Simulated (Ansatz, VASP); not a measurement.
Two plane-wave programs on ZrB

```
Zr B
1.0
     0.00000    2.53128    2.53128
     2.53128    0.00000    2.53128
     2.53128    2.53128    0.00000
Zr B
1 1
Direct
  0.50000 0.50000 0.50000
  0.00000 0.00000 0.00000
```

Alike in both runs: task single point; functional PBE; k mesh 12 × 12 × 12; occupations gaussian, width 0.05 eV; no spin polarisation.

|  | VASP | Ansatz |
| --- | --- | --- |
| version | VASP 6.6.1 | Ansatz 0.2.0 |
| potentials or method | VASP PAW PBE potentials, release 64 (Zr_sv, B), cutoff 520 eV | scalar-relativistic, plane waves, PAW |
| valence electrons in the cell | 15 | 15 |

```csv
,VASP,Ansatz,Ansatz less VASP
gap on the k mesh at the Fermi level (eV),none,none,-
pressure (GPa),-12.6,-12.7,-0.07
```

A gap of «none» marks a metal or a gap that the smearing closes.
